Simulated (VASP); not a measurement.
# SbSe (Pnma) in VASP: single point with PBE

Aim: the single point of SbSe with PBE.

Everything below comes from runs of VASP 6.6.1. Logs are shortened: lines on timing, memory, paths and dates and some standing lists are left out, and cuts for length are marked.

**1. The cell of the first run**

It takes space group Pnma (No. 62, orthorhombic). The conventional cell has a = 11.729 Å, b = 4.153 Å, c = 4.761 Å, α = 90.00°, β = 90.00°, γ = 90.00°. Within 3.7 Å of Sb (site symmetry m) lie 6 Se at 2.76 to 3.68 Å and 2 Sb at 3.66 Å. Within 3.7 Å of Se (site symmetry m) lie 6 Sb at 2.76 to 3.68 Å.

**2. Single point, PBE**

POSCAR

```
SbSe
1.0
    4.7612490000      0.0000000000      0.0000000000
    0.0000000000      4.1525040000      0.0000000000
    0.0000000000      0.0000000000     11.7291940000
Sb Se
4 4
Direct
    0.1060000000      0.2500000000      0.8790000000
    0.3940000000      0.2500000000      0.3790000000
    0.6060000000      0.7500000000      0.6210000000
    0.8940000000      0.7500000000      0.1210000000
    0.5030000000      0.2500000000      0.1480000000
    0.9970000000      0.2500000000      0.6480000000
    0.0030000000      0.7500000000      0.3520000000
    0.4970000000      0.7500000000      0.8520000000
```

INCAR.step1

```
SYSTEM = SbSe
PREC     = Accurate       ! precision mode
ENCUT    = 520            ! plane-wave cutoff, eV
EDIFF    = 1E-6           ! SCF threshold, eV
ISMEAR   = -1             ! smearing method
SIGMA    = 0.0317         ! smearing width, eV
LREAL    = .False.        ! projectors in reciprocal space
LASPH    = .True.         ! aspherical terms in the spheres
NELM     = 60             ! most SCF steps
ALGO     = Normal         ! electronic algorithm
ISIF     = 2              ! what is computed and relaxed
LWAVE    = .False.        ! write WAVECAR
LCHARG   = .True.         ! write CHGCAR
GGA      = PE             ! functional
NBANDS   = 32             ! bands
```

KPOINTS.step1

```
regular mesh
0
Gamma
  7 8 3
  0 0 0
```

INCAR.step2

```
SYSTEM = SbSe
PREC     = Accurate       ! precision mode
ENCUT    = 520            ! plane-wave cutoff, eV
EDIFF    = 1E-6           ! SCF threshold, eV
ISMEAR   = -5             ! smearing method
SIGMA    = 0.0317         ! smearing width, eV
LREAL    = .False.        ! projectors in reciprocal space
LASPH    = .True.         ! aspherical terms in the spheres
NELM     = 60             ! most SCF steps
ALGO     = Normal         ! electronic algorithm
ISIF     = 2              ! what is computed and relaxed
LWAVE    = .False.        ! write WAVECAR
LCHARG   = .False.        ! write CHGCAR
GGA      = PE             ! functional
LORBIT   = 10             ! projections on sites
NBANDS   = 32             ! bands
NEDOS    = 1001           ! points of the DOS
ICHARG   = 11             ! starting density
```

KPOINTS.step2

```
regular mesh
0
Gamma
  11 12 5
  0 0 0
```

Potentials or basis: VASP PAW PBE potentials, release 64 (Sb, Se).

On the command line:

```sh
$ cat potpaw_PBE.64/Sb/POTCAR potpaw_PBE.64/Se/POTCAR > POTCAR
$ cp INCAR.step1 INCAR
$ cp KPOINTS.step1 KPOINTS
$ mpirun -np 1 vasp_std > vasp.out
$ cp INCAR.step2 INCAR
$ cp KPOINTS.step2 KPOINTS
$ mpirun -np 1 vasp_std > vasp.out
```

OUTCAR:

```text
SYSTEM = SbSe
   PREC = Accurate
   ENCUT = 520
   EDIFF = 1E-6
   ISMEAR = -5
   LREAL = .False.
   LASPH = .True.
   NELM = 60
   ISIF = 2
   GGA = PE
   LORBIT = 10
   ICHARG = 11

 ion  position               nearest neighbor table
   1  0.106  0.250  0.879-   6 2.76   8 2.81   8 2.81   4 3.66   4 3.66
   2  0.394  0.250  0.379-   5 2.76   7 2.81   7 2.81   3 3.66   3 3.66
   3  0.606  0.750  0.621-   8 2.76   6 2.81   6 2.81   2 3.66   2 3.66
   4  0.894  0.750  0.121-   7 2.76   5 2.81   5 2.81   1 3.66   1 3.66
   5  0.503  0.250  0.148-   2 2.76   4 2.81   4 2.81
   6  0.997  0.250  0.648-   1 2.76   3 2.81   3 2.81
   7  0.003  0.750  0.352-   4 2.76   2 2.81   2 2.81
   8  0.497  0.750  0.852-   3 2.76   1 2.81   1 2.81

  LATTYP: Found a simple orthorhombic cell.
 ALAT       =     4.1525040000
 B/A-ratio  =     1.1465970894
 C/A-ratio  =     2.8246075139

  Lattice vectors:

 A1 = (   0.0000000000,  -4.1525040000,   0.0000000000)
 A2 = (   4.7612490000,   0.0000000000,   0.0000000000)
 A3 = (   0.0000000000,   0.0000000000,  11.7291940000)

Analysis of symmetry for initial positions (statically):
=====================================================================
 Subroutine PRICEL returns:
 Original cell was already a primitive cell.

 Routine SETGRP: Setting up the symmetry group for a
 simple orthorhombic supercell.

 Subroutine GETGRP returns: Found  8 space group operations
 (whereof  2 operations were pure point group operations)
 out of a pool of  8 trial point group operations.

The static configuration has the point symmetry S_2 .
 The point group associated with its full space group is D_2h.

Analysis of symmetry for dynamics (positions and initial velocities):
=====================================================================
 Subroutine PRICEL returns:
 Original cell was already a primitive cell.

 Routine SETGRP: Setting up the symmetry group for a
 simple orthorhombic supercell.

 Subroutine GETGRP returns: Found  8 space group operations
 (whereof  2 operations were pure point group operations)
 out of a pool of  8 trial point group operations.

The dynamic configuration has the point symmetry S_2 .
 The point group associated with its full space group is D_2h.

 Subroutine INISYM returns: Found  8 space group operations
 (whereof  2 operations are pure point group operations),
 and found     1 'primitive' translations

----------------------------------------------------------------------------------------

                                     Primitive cell

  volume of cell :     231.8991

  direct lattice vectors                    reciprocal lattice vectors
     4.761249000  0.000000000  0.000000000     0.210028923  0.000000000  0.000000000
     0.000000000  4.152504000  0.000000000     0.000000000  0.240818552  0.000000000
     0.000000000  0.000000000 11.729194000     0.000000000  0.000000000  0.085257350

  length of vectors
     4.761249000  4.152504000 11.729194000     0.210028923  0.240818552  0.085257350

  position of ions in fractional coordinates (direct lattice)
     0.106000000  0.250000000  0.879000000
     0.394000000  0.250000000  0.379000000
     0.606000000  0.750000000  0.621000000
     0.894000000  0.750000000  0.121000000
     0.503000000  0.250000000  0.148000000
     0.997000000  0.250000000  0.648000000
     0.003000000  0.750000000  0.352000000
     0.497000000  0.750000000  0.852000000

  ion indices of the primitive-cell ions
   primitive index   ion index
                 1           1
                 2           2
                 3           3
                 4           4
                 5           5
                 6           6
                 7           7
                 8           8

----------------------------------------------------------------------------------------

 KPOINTS: regular mesh

Automatic generation of k-mesh.
 Grid dimensions read from file:
 generate k-points for:   11   12    5

 Generating k-lattice:

  Cartesian coordinates                     Fractional coordinates (reciprocal lattice)
     0.019093538  0.000000000  0.000000000     0.090909091  0.000000000  0.000000000
     0.000000000  0.020068213  0.000000000     0.000000000  0.083333333  0.000000000
     0.000000000  0.000000000  0.017051470     0.000000000  0.000000000  0.200000000

  Length of vectors
     0.019093538  0.020068213  0.017051470

  Shift w.r.t. Gamma in fractional coordinates (k-lattice)
     0.000000000  0.000000000  0.000000000

 TETIRR: Found   1962 inequivalent tetrahedra from     3960

 Subroutine IBZKPT returns following result:
 ===========================================

 Found    126 irreducible k-points:

 Following reciprocal coordinates:
            Coordinates               Weight
  0.000000  0.000000  0.000000      1.000000
  0.090909  0.000000  0.000000      2.000000
  0.181818  0.000000  0.000000      2.000000
  0.272727  0.000000  0.000000      2.000000
  0.363636  0.000000  0.000000      2.000000
  0.454545  0.000000  0.000000      2.000000
[... 16 lines left out ...]
  0.363636  0.250000  0.000000      4.000000
  0.454545  0.250000  0.000000      4.000000
 [... further k-points ...]
   k-points           NKPTS =    126   k-points in BZ     NKDIM =    126   number of bands    NBANDS=     32
   number of dos      NEDOS =   1001   number of ions     NIONS =      8
   total plane-waves  NPLWV = 103680
   dimension x,y,z NGX =    36 NGY =   32 NGZ =   90
   dimension x,y,z NGXF=    72 NGYF=   64 NGZF=  180
   ions per type =               4   4
   NGX,Y,Z   is equivalent  to a cutoff of  12.57, 12.81, 12.76 a.u.
   NGXF,Y,Z  is equivalent  to a cutoff of  25.14, 25.62, 25.51 a.u.
 SYSTEM =  SbSe
   PREC   = accura    normal or accurate (medium, high low for compatibility)
   ISTART =      0    job   : 0-new  1-cont  2-samecut
   ICHARG =     11    charge: 1-file 2-atom 10-const
   ISPIN  =      1    spin polarized calculation?
   LNONCOLLINEAR =      F non collinear calculations
   LSORBIT =      F    spin-orbit coupling
   LASPH  =      T    aspherical Exc in radial PAW
   ENCUT  =  520.0 eV  38.22 Ry    6.18 a.u.   8.85  7.72 21.81*2*pi/ulx,y,z
   NELM   =     60;   NELMIN=  2; NELMDL=  0     # of ELM steps
   EDIFF  = 0.1E-05   stopping-criterion for ELM
   LREAL  =      F    real-space projection
   EDIFFG = 0.1E-04   stopping-criterion for IOM
   NSW    =      0    number of steps for IOM
   IBRION =     -1    ionic relax: 0-MD 1-quasi-New 2-CG
   NFREE  =      0    steps in history (QN), initial steepest desc. (CG)
   ISIF   =      2    stress and relaxation
   ISYM   =      2    0-nonsym 1-usesym 2-fastsym
   POTIM  = 0.5000    time-step for ionic-motion
   TEBEG  =    0.0;   TEEND  =   0.0 temperature during run
   PSTRESS=    0.0 pullay stress
   NELECT =      44.0000    total number of electrons
   NUPDOWN=      -1.0000    fix difference up-down
   EMIN   =  10.00;   EMAX   =-10.00  energy-range for DOS
   EFERMI =   0.00;   METHOD = LEGACY
   ISMEAR =    -5;   SIGMA  =   0.03  broadening in eV -4-tet -1-fermi 0-gaus
   EFERMI_NEDOS =   21; number of points for ismear=-14 and -15
   IALGO  =     38    algorithm
   IMIX   =      4    mixing-type and parameters
     AMIX     =   0.40;   BMIX     =  1.00
     AMIX_MAG =   1.60;   BMIX_MAG =  1.00
  volume/ion in A,a.u.               =      28.99       195.62
  Fermi-wavevector in a.u.,A,eV,Ry     =   0.940718  1.777699 12.040475  0.884950
  Thomas-Fermi vector in A             =   2.068157
   LORBIT       =     10    0 simple, 1 ext, 2 COOP (PROOUT), +10 PAW based schemes
   GGA     = PE    functional components
   LHFCALC =     F    Hartree Fock is set to
   AEXX    =    0.0000 exact exchange contribution
   IVDW    =     0    specifies the selected vdW correction
   LEPSILON=     F    determine dielectric tensor
   LRPA    =     F    only Hartree local field effects (RPA)
 non-spin polarized calculation
 Fermi weights with tetrahedron method with Bloechl corrections
  energy-cutoff  :      520.00
  volume of cell :      231.90
 maximum number of plane-waves:      6276
 NGX is ok and might be reduce to    36

 number of electron      43.9999999 magnetization

 Free energy of the ion-electron system (eV)
  ---------------------------------------------------
  ext. energy  EPLUGINS =         0.00000000
  ---------------------------------------------------
  free energy    TOTEN  =       -30.31318219 eV

  energy without entropy =      -30.31318219  energy(sigma->0) =      -30.31318219

 E-fermi :   5.5626     XC(G=0):  -9.2748

 val. band max:        5.5957019864   @ k =   0.3636   0.3333   0.4000
 cond. band min:       5.5071033484   @ k =   0.0000   0.4167   0.0000
 fundamental gap:     -0.0885986381
 Fermi energy:         5.5626081121

 k-point     1 :       0.0000    0.0000    0.0000
  band No.  band energies     occupation
      1      -9.2758      2.00000
      2      -9.0083      2.00000
      3      -8.2041      2.00000
      4      -7.8542      2.00000
      5      -4.3467      2.00000
      6      -3.6971      2.00000
[... 24 lines left out ...]
     31       8.4679      0.00000
     32       8.7866      0.00000

 k-point     2 :       0.0909    0.0000    0.0000
  band No.  band energies     occupation
      1      -9.2452      2.00000
      2      -8.9809      2.00000
      3      -8.2040      2.00000
      4      -7.8665      2.00000
      5      -4.4111      2.00000
      6      -3.7132      2.00000
[... 24 lines left out ...]
     31       8.4006      0.00000
     32       8.6441      0.00000
[... 733 lines left out ...]
     31       8.5090      0.00000
     32       8.7787      0.00000

 k-point    24 :       0.4545    0.2500    0.0000
  band No.  band energies     occupation
      1      -8.4084      2.00000
      2      -8.2635      2.00000
      3      -8.2431      2.00000
      4      -8.1073      2.00000
      5      -4.4423      2.00000
      6      -4.2404      2.00000
[... 24 lines left out ...]
     31       8.4244      0.00000
     32       8.5649      0.00000

 [... further k-points ...]
[... 5 lines left out ...]
  --------------------------------------------------------------------------------------
  -------------------------------------------------------------------------------------
  Total       -1.1244492     -0.7841275      1.4654261     -0.0000000      0.0000000      0.0000000
  in kB       -7.7687529     -5.4174902     10.1245419     -0.0000000      0.0000000      0.0000000
  external PRESSURE =      -1.0205671 kB  Pullay stress =       0.0000000 kB

 VOLUME and BASIS-vectors are now :
 -----------------------------------------------------------------------------
  energy-cutoff  :      520.00
  volume of cell :      231.90
      direct lattice vectors                 reciprocal lattice vectors
     4.761249000  0.000000000  0.000000000     0.210028923  0.000000000  0.000000000
     0.000000000  4.152504000  0.000000000     0.000000000  0.240818552  0.000000000
     0.000000000  0.000000000 11.729194000     0.000000000  0.000000000  0.085257350

 POSITION                                       TOTAL-FORCE (eV/Angst)
 -----------------------------------------------------------------------------------
      0.50469      1.03813     10.30996        -0.380109      0.000000      0.334257
      1.87593      1.03813      4.44536         0.380109      0.000000      0.334257
      2.88532      3.11438      7.28383        -0.380109      0.000000     -0.334257
      4.25656      3.11438      1.41923         0.380109      0.000000     -0.334257
      2.39491      1.03813      1.73592        -0.427889      0.000000     -0.345821
      4.74697      1.03813      7.60052         0.427889      0.000000     -0.345821
      0.01428      3.11438      4.12868        -0.427889     -0.000000      0.345821
      2.36634      3.11438      9.99327         0.427889     -0.000000      0.345821
 -----------------------------------------------------------------------------------
    total drift:                                0.000000     -0.000000     -0.000000

  FREE ENERGIE OF THE ION-ELECTRON SYSTEM (eV)
  ---------------------------------------------------
  free  energy   TOTEN  =       -30.3131821950 eV

  energy  without entropy=      -30.3131821950  energy(sigma->0) =      -30.31318219

 total charge

# of ion       s       p       d       tot
------------------------------------------
    1        1.277   0.980   0.037   2.294
    2        1.277   0.980   0.037   2.294
    3        1.277   0.980   0.037   2.294
    4        1.277   0.980   0.037   2.294
    5        1.511   2.209   0.033   3.753
    6        1.511   2.209   0.033   3.753
    7        1.511   2.209   0.033   3.753
    8        1.511   2.209   0.033   3.753
--------------------------------------------------
tot         11.150  12.756   0.281  24.187
```

Wall time 17 min (1 thread of Intel Xeon 8259CL, shared host); peak memory 0.83 GiB.

What came out:

| Quantity | Value |
| --- | --- |
| Valence electrons inside the program's atomic spheres | Sb 2.29; Se 3.75 |

Levels at points of the mesh, in eV from the Fermi level:
| k point | band 19 | band 20 | band 21 | band 22 | band 23 | band 24 | band 25 | band 26 |
| --- | --- | --- | --- | --- | --- | --- | --- | --- |
| (0.00, 0.00, 0.00) | -2.33 | -1.94 | -1.14 | 0.48 | 0.85 | 0.96 | 0.98 | 1.09 |
| (0.00, 0.50, 0.00) | -2.78 | -2.78 | -0.95 | -0.95 | -0.60 | -0.60 | 0.01 | 0.01 |

Caveat: spin-orbit coupling is left out, which moves the levels of the heavy elements; tetrahedron occupations give inexact forces and stress in metals.
